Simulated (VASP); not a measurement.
Input of a VASP 6.6.1 run:

INCAR

```
SYSTEM = MgC2
PREC = Accurate
ENCUT = 840
EDIFF = 1E-7
ISMEAR = 0
SIGMA = 0.02
LREAL = .FALSE.
LASPH = .TRUE.
NELM = 120
ALGO = Normal
ISIF = 3
LWAVE = .FALSE.
LCHARG = .FALSE.
GGA = CA
IBRION = 2
NSW = 80
EDIFFG = -0.03
GGA_COMPAT = .FALSE.
NELMIN = 4
```

File KPOINTS:

```
Automatic mesh
0
G
  6 6 5
  0 0 0
```

Contents of POSCAR:

```
MgC2
1.0
    3.9507770000      0.0000000000      0.0000000000
    0.0000000000      3.9507770000      0.0000000000
    0.0000000000      0.0000000000      4.9870890000
Mg C
2 4
Direct
    0.5000000000      0.5000000000      0.0000000000
    0.0000000000      0.0000000000      0.5000000000
    0.8876550000      0.8876550000      0.0000000000
    0.6123450000      0.3876550000      0.5000000000
    0.1123450000      0.1123450000      0.0000000000
    0.3876550000      0.6123450000      0.5000000000
```

Potentials or basis: VASP PAW LDA potentials, release 64 (Mg_sv, C).

Launch:

```console
$ cat potpaw_LDA.64/Mg_sv/POTCAR potpaw_LDA.64/C/POTCAR > POTCAR
$ mpirun -np 1 vasp_std > vasp.out
```

Problem. Predict the band gap on the k mesh.

Solution. 2.31 eV (least direct gap 2.65 eV).

Problem. Predict the relaxed volume.

Solution. 12.16 Å³/atom.

Forces on the atoms (eV/Å):
```
Mg   0.000  0.000  0.000
Mg   0.000  0.000  0.000
C   -0.007 -0.007  0.000
C    0.007 -0.007  0.000
C    0.007  0.007  0.000
C   -0.007  0.007  0.000
```

A k mesh can miss the band edges.
